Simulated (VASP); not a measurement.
MgS:

```xyz
2
Lattice="0.0000 2.6015 2.6015 2.6015 0.0000 2.6015 2.6015 2.6015 0.0000" Properties=species:S:1:pos:R:3 pbc="T T T"
Mg    0.0000    0.0000    0.0000
S     2.6015    2.6015    2.6015
```

Base run:

```yaml
Program: VASP 6.6.1
Functional: r2SCAN
Potentials_or_basis: VASP PAW PBE potentials, release 64 (Mg, S)
Cutoff: 520 eV
k_mesh: 6 × 6 × 6
Occupations: gaussian, width 0.01 eV
Spin: no spin polarisation
```

Its results: band gap on the k mesh 3.43 eV, indirect (least direct gap 4.62 eV); pressure -0.4 GPa.

Question: The run is repeated on the same cell with these changes: functional from r2SCAN to PBE-based screened hybrid; k mesh from 6 × 6 × 6 to 4 × 4 × 4. What comes out?

Answer: Band gap on the k mesh 3.69 eV, indirect (least direct gap 4.83 eV); pressure -1.0 GPa.

Several settings changed at once, so the effect can't be laid on one alone.

Caveats: some runs use coarse meshes; the PAW data sets were made with another functional, which shifts forces and pressure a little.

A k mesh can miss the band edges.
